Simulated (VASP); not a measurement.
# AlIn2N3 (P4/mmm) in VASP: notebook

Runs on AlIn2N3. Level: PBE. Tasks: single point.

Program: VASP 6.6.1. These are calculated values, not measurements. Logs are shortened: lines on timing, memory, paths and dates and some standing lists are left out, and cuts for length are marked.

### 1 The cell of the first run

The structure is tetragonal, space group P4/mmm (No. 123). The conventional cell has a = 3.908 Å, b = 3.908 Å, c = 5.644 Å, α = 90.00°, β = 90.00°, γ = 90.00°. Al (site symmetry 4/mmm) has 10 N at 2.82 to 3.43 Å and 8 In at 3.12 Å within 3.7 Å. Within 3.2 Å of In (site symmetry 4mm) lie 8 N at 2.39 to 3.09 Å and 2 In at 2.76 to 2.88 Å and 4 Al at 3.12 Å. N (site symmetry 4/mmm) has 4 N at 1.95 Å within 2.6 Å. Within 2.6 Å of N (site symmetry mmm) lie 2 N at 1.95 Å and 4 In at 2.39 Å.

### 2 Single point, PBE, collinear spin, ferromagnetic start

Input file INCAR:

```
PREC = Accurate
ENCUT = 520
EDIFF = 1E-6
ISMEAR = 0
SIGMA = 0.1
LREAL = False
LASPH = True
NELM = 150
ALGO = Normal
ISIF = 2
LWAVE = False
LCHARG = False
ISPIN = 2
MAGMOM = 0 0 0 1 1 1
LORBIT = 11
GGA = PE
NBANDS = 35
```

Input file KPOINTS:

```
Automatic mesh
0
Gamma
  4 4 4
```

Input file POSCAR:

```
AlIn2N3
1.0
    3.9075125197      0.0000000000      0.0000000000
    0.0000000000      3.9075125197      0.0000000000
    0.0000000000      0.0000000000      5.6438175221
Al In N
1 2 3
Direct
    0.5000000000      0.5000000000      0.0000000000
    0.0000000000      0.0000000000      0.2551273163
    0.0000000000      0.0000000000      0.7448726837
    0.5000000000      0.5000000000      0.5000000000
    0.0000000000      0.5000000000      0.5000000000
    0.5000000000      0.0000000000      0.5000000000
```

Potentials or basis: VASP PAW PBE potentials, release 64 (Al, In_d, N).

Started as:

```bash
$ cat potpaw_PBE.64/Al/POTCAR potpaw_PBE.64/In_d/POTCAR potpaw_PBE.64/N/POTCAR > POTCAR
$ mpirun -np 1 vasp_std > vasp.out
```

OUTCAR:

```text
PREC = Accurate
   ENCUT = 520
   EDIFF = 1E-6
   ISMEAR = 0
   LREAL = False
   LASPH = True
   NELM = 150
   ISIF = 2
   ISPIN = 2
   LORBIT = 11
   GGA = PE

 ion  position               nearest neighbor table
   1  0.500  0.500  0.000-   2 3.12   3 3.12   2 3.12   3 3.12   2 3.12   3 3.12   2 3.12   3 3.12

   2  0.000  0.000  0.255-   5 2.39   6 2.39   5 2.39   6 2.39   3 2.76   3 2.88   1 3.12   1 3.12
                             1 3.12   1 3.12
   3  0.000  0.000  0.745-   5 2.39   6 2.39   5 2.39   6 2.39   2 2.76   2 2.88   1 3.12   1 3.12
                             1 3.12   1 3.12
   4  0.500  0.500  0.500-
   5  0.000  0.500  0.500-   2 2.39   3 2.39   2 2.39   3 2.39
   6  0.500  0.000  0.500-   2 2.39   3 2.39   2 2.39   3 2.39

  LATTYP: Found a simple tetragonal cell.
 ALAT       =     3.9075125197
 C/A-ratio  =     1.4443504643

  Lattice vectors:

 A1 = (   3.9075125197,   0.0000000000,   0.0000000000)
 A2 = (   0.0000000000,   3.9075125197,   0.0000000000)
 A3 = (   0.0000000000,   0.0000000000,   5.6438175221)

Analysis of symmetry for initial positions (statically):
=====================================================================
 Subroutine PRICEL returns:
 Original cell was already a primitive cell.

 Routine SETGRP: Setting up the symmetry group for a
 simple tetragonal supercell.

 Subroutine GETGRP returns: Found 16 space group operations
 (whereof 16 operations were pure point group operations)
 out of a pool of 16 trial point group operations.

The static configuration has the point symmetry D_4h.

Analysis of symmetry for dynamics (positions and initial velocities):
=====================================================================
 Subroutine PRICEL returns:
 Original cell was already a primitive cell.

 Routine SETGRP: Setting up the symmetry group for a
 simple tetragonal supercell.

 Subroutine GETGRP returns: Found 16 space group operations
 (whereof 16 operations were pure point group operations)
 out of a pool of 16 trial point group operations.

The dynamic configuration has the point symmetry D_4h.

Analysis of structural, dynamic, and magnetic symmetry:
=====================================================================
 Subroutine PRICEL returns:
 Original cell was already a primitive cell.

 Routine SETGRP: Setting up the symmetry group for a
 simple tetragonal supercell.

 Subroutine GETGRP returns: Found 16 space group operations
[... 135 lines left out ...]
 spin polarized calculation
 Gauss-broadening in eV      SIGMA  =   0.10
  energy-cutoff  :      520.00
  volume of cell :       86.17
 maximum number of plane-waves:      2340
 NGX is ok and might be reduce to    30
   NGX = 15   NGY = 15   NGZ = 21

 number of electron      43.9999991 magnetization       0.6169370

 Free energy of the ion-electron system (eV)
  ---------------------------------------------------
  ext. energy  EPLUGINS =         0.00000000
  ---------------------------------------------------
  free energy    TOTEN  =       -24.65376584 eV

  energy without entropy =      -24.64250589  energy(sigma->0) =      -24.64813587

 E-fermi :   7.6233     XC(G=0): -11.0035

 val. band max:        7.5962369846   @ k =   0.5000   0.2500   0.2500
 cond. band min:       7.6933594458   @ k =   0.2500   0.0000   0.5000
 fundamental gap:      0.0971224612
 Fermi energy:         7.6232774106

 spin component 1

 k-point     1 :       0.0000    0.0000    0.0000
  band No.  band energies     occupation
      1      -9.8872      1.00000
      2      -7.6329      1.00000
      3      -7.5584      1.00000
      4      -7.3147      1.00000
      5      -7.3147      1.00000
      6      -6.9951      1.00000
[... 655 lines left out ...]
     33      19.5513      0.00000
     34      19.5513      0.00000
 Fermi energy:         7.6232774106

 spin component 2

 k-point     1 :       0.0000    0.0000    0.0000
  band No.  band energies     occupation
      1      -9.5783      1.00000
      2      -7.6216      1.00000
      3      -7.5617      1.00000
      4      -7.3093      1.00000
      5      -7.3093      1.00000
      6      -6.9889      1.00000
[... 655 lines left out ...]
     33      19.5693      0.00000
     34      19.5693      0.00000
 [bands above 34 left out]

------------------------ aborting loop because EDIFF is reached ----------------------------------------

  FORCE on cell =-STRESS in cart. coord.  units (eV):
  Direction    XX          YY          ZZ          XY          YZ          ZX
  --------------------------------------------------------------------------------------
  -------------------------------------------------------------------------------------
  Total        0.0118441      0.0118441      0.0610102      0.0000000      0.0000000      0.0000000
  in kB        0.2202101      0.2202101      1.1343304      0.0000000      0.0000000      0.0000000
  external PRESSURE =       0.5249169 kB  Pullay stress =       0.0000000 kB

 VOLUME and BASIS-vectors are now :
 -----------------------------------------------------------------------------
  energy-cutoff  :      520.00
  volume of cell :       86.17
      direct lattice vectors                 reciprocal lattice vectors
     3.907512520  0.000000000  0.000000000     0.255917286  0.000000000  0.000000000
     0.000000000  3.907512520  0.000000000     0.000000000  0.255917286  0.000000000
     0.000000000  0.000000000  5.643817522     0.000000000  0.000000000  0.177185034

 POSITION                                       TOTAL-FORCE (eV/Angst)
 -----------------------------------------------------------------------------------
      1.95376      1.95376      0.00000         0.000000      0.000000      0.000000
      0.00000      0.00000      1.43989         0.000000      0.000000     -0.026393
      0.00000      0.00000      4.20393         0.000000      0.000000      0.026393
      1.95376      1.95376      2.82191         0.000000      0.000000      0.000000
      0.00000      1.95376      2.82191         0.000000      0.000000      0.000000
      1.95376      0.00000      2.82191         0.000000      0.000000      0.000000
 -----------------------------------------------------------------------------------
    total drift:                                0.000000      0.000000      0.000000

  FREE ENERGIE OF THE ION-ELECTRON SYSTEM (eV)
  ---------------------------------------------------
  free  energy   TOTEN  =       -24.6537658407 eV

  energy  without entropy=      -24.6425058909  energy(sigma->0) =      -24.64813587

 total charge

# of ion       s       p       d       tot
------------------------------------------
    1        0.541   0.195   0.000   0.736
    2        0.831   0.626   9.929  11.386
    3        0.831   0.626   9.929  11.386
    4        1.329   2.054   0.000   3.383
    5        1.334   2.150   0.000   3.484
    6        1.334   2.150   0.000   3.484
--------------------------------------------------
tot          6.200   7.801  19.859  33.860

 magnetization (x)

# of ion       s       p       d       tot
------------------------------------------
    1        0.000  -0.006   0.000  -0.006
    2        0.007   0.007  -0.001   0.013
    3        0.007   0.007  -0.001   0.013
    4        0.015   0.498   0.000   0.513
    5        0.011  -0.036   0.000  -0.026
    6        0.011  -0.036   0.000  -0.026
--------------------------------------------------
tot          0.051   0.432  -0.001   0.482
```

stdout:

```text
POSCAR found type information on POSCAR AlInN
 POSCAR found :  3 types and       6 ions
 scaLAPACK will be used
 LDA part: xc-table for (Slater+PW92), standard interpolation
 POSCAR, INCAR and KPOINTS ok, starting setup
 FFT: planning ... GRIDC
 FFT: planning ... GRID_SOFT
 FFT: planning ... GRID
 WAVECAR not read
 entering main loop
```

Run time: 1.8 min. Hardware: 1 thread of Intel Xeon 6975P-C, shared host; peak memory 0.26 GiB.

Results:

```yaml
Free_energy: -24.6538 eV
Pressure: 0.1 GPa
Largest_force: 0.026 eV/Å
Net_moment: 0.62 μB per cell
Site_moments: Al -0.01; In +0.01; N +0.51, -0.03 μB
Valence_electrons_inside_the_program's_atomic_spheres: Al 0.74; In 11.39; N 3.38, 3.48
```

Forces on the atoms (eV/Å):
```
Al   0.000  0.000  0.000
In   0.000  0.000 -0.026
In   0.000  0.000  0.026
N    0.000  0.000  0.000
N    0.000  0.000  0.000
N    0.000  0.000  0.000
```

Caveat: the k points lie up to 0.40 Å⁻¹ apart; spin-orbit coupling is left out, which moves the levels of the heavy elements.

### 3 Single point, PBE, collinear spin, ferromagnetic start

This run uses another cell than the first one, of 18.67 Å³/atom, 1.300 times its volume.

Input file INCAR:

```
SYSTEM = AlIn2N3
PREC = Accurate
ENCUT = 520
EDIFF = 1E-7
ISMEAR = 0
SIGMA = 0.1
LREAL = .False.
LASPH = .True.
NELM = 150
ALGO = Normal
ISIF = 2
LWAVE = .False.
LCHARG = .False.
ISPIN = 2
MAGMOM = 0 0 0 1 1 1
LORBIT = 11
GGA = PE
NBANDS = 35
```

Input file KPOINTS:

```
Automatic mesh
0
Gamma
  4 4 4
  0 0 0
```

Input file POSCAR:

```
AlIn2N3
1.0
    4.8657916300      0.0000000000      0.0000000000
    0.0000000000      4.8657916300      0.0000000000
    0.0000000000      0.0000000000      4.7321345800
Al In N
1 2 3
Direct
    0.5000000000      0.5000000000      0.0000000000
    0.0000000000      0.0000000000      0.2422274000
    0.0000000000      0.0000000000      0.7577726000
    0.5000000000      0.5000000000      0.5000000000
    0.0000000000      0.5000000000      0.5000000000
    0.5000000000      0.0000000000      0.5000000000
```

Potentials or basis: VASP PAW PBE potentials, release 64 (Al, In_d, N).

Started as:

```bash
$ cat potpaw_PBE.64/Al/POTCAR potpaw_PBE.64/In_d/POTCAR potpaw_PBE.64/N/POTCAR > POTCAR
$ mpirun -np 1 vasp_std > vasp.out
```

It took 3.3 min on 1 thread of Intel Xeon 6975P-C, shared host; peak memory 0.3 GiB.

It converged, with:

- Free energy: -21.3617 eV
- Pressure: -5.1 GPa
- Largest force: 3.674 eV/Å
- Net moment: 0.48 μB per cell
- Site moments: Al +0.01; In -0.01; N -0.32, +0.34 μB
- Valence electrons inside the program's atomic spheres: Al 0.65; In 11.55; N 3.34, 3.35

Forces in eV/Å, atoms in the order of the input:
```
Al   0.000  0.000  0.000
In   0.000  0.000  3.674
In   0.000  0.000 -3.674
N    0.000  0.000  0.000
N    0.000  0.000  0.000
N    0.000  0.000  0.000
```

Stress tensor (GPa, compression positive):
```
-15.43   0.00   0.00
  0.00 -15.43   0.00
  0.00   0.00  15.43
```

Levels at points of the mesh, in eV from the Fermi level:
Spin up:
| k point | band 18 | band 19 | band 20 | band 21 | band 22 | band 23 | band 24 | band 25 | band 26 | band 27 |
| --- | --- | --- | --- | --- | --- | --- | --- | --- | --- | --- |
| (0.00, 0.00, 0.00) | -2.05 | -1.88 | -1.88 | -0.92 | -0.75 | 0.09 | 2.03 | 2.03 | 2.42 | 2.42 |
| (0.50, 0.00, 0.00) | -2.89 | -2.35 | -1.72 | -0.81 | -0.78 | -0.24 | 1.76 | 2.28 | 2.62 | 3.02 |
| (0.50, 0.50, 0.00) | -1.50 | -1.50 | -1.20 | -1.20 | -0.78 | -0.75 | -0.74 | 0.58 | 0.58 | 1.81 |
| (0.00, 0.00, 0.50) | -3.57 | -1.63 | -1.63 | -1.11 | -0.07 | 0.53 | 0.53 | 1.63 | 2.42 | 2.42 |
| (0.50, 0.00, 0.50) | -2.34 | -1.35 | -1.01 | -0.80 | -0.06 | 1.02 | 1.07 | 1.94 | 2.28 | 2.41 |
| (0.50, 0.50, 0.50) | -2.88 | -1.03 | -0.76 | -0.74 | -0.12 | -0.12 | 1.42 | 1.96 | 1.96 | 2.04 |
Spin down:
```tsv
k point	band 18	band 19	band 20	band 21	band 22	band 23	band 24	band 25	band 26	band 27
(0.00, 0.00, 0.00)	-2.06	-1.63	-1.63	-0.86	-0.34	0.11	2.08	2.08	2.76	2.76
(0.50, 0.00, 0.00)	-2.70	-2.24	-1.45	-0.91	-0.55	0.36	1.94	2.68	2.70	3.14
(0.50, 0.50, 0.00)	-1.42	-1.42	-1.16	-1.16	-0.41	0.05	0.05	0.37	0.54	1.79
(0.00, 0.00, 0.50)	-3.49	-1.35	-1.35	-0.76	0.31	0.52	0.52	1.47	2.68	2.68
(0.50, 0.00, 0.50)	-2.10	-1.22	-0.79	-0.48	0.12	1.06	1.27	1.92	2.27	2.71
(0.50, 0.50, 0.50)	-2.72	-0.84	-0.84	-0.40	0.05	0.58	1.24	2.22	2.22	2.33
```

Caveat: spin-orbit coupling is left out, which moves the levels of the heavy elements; forces of over 1 eV/Å act on the atoms, so gaps and moduli don't describe the material at rest.
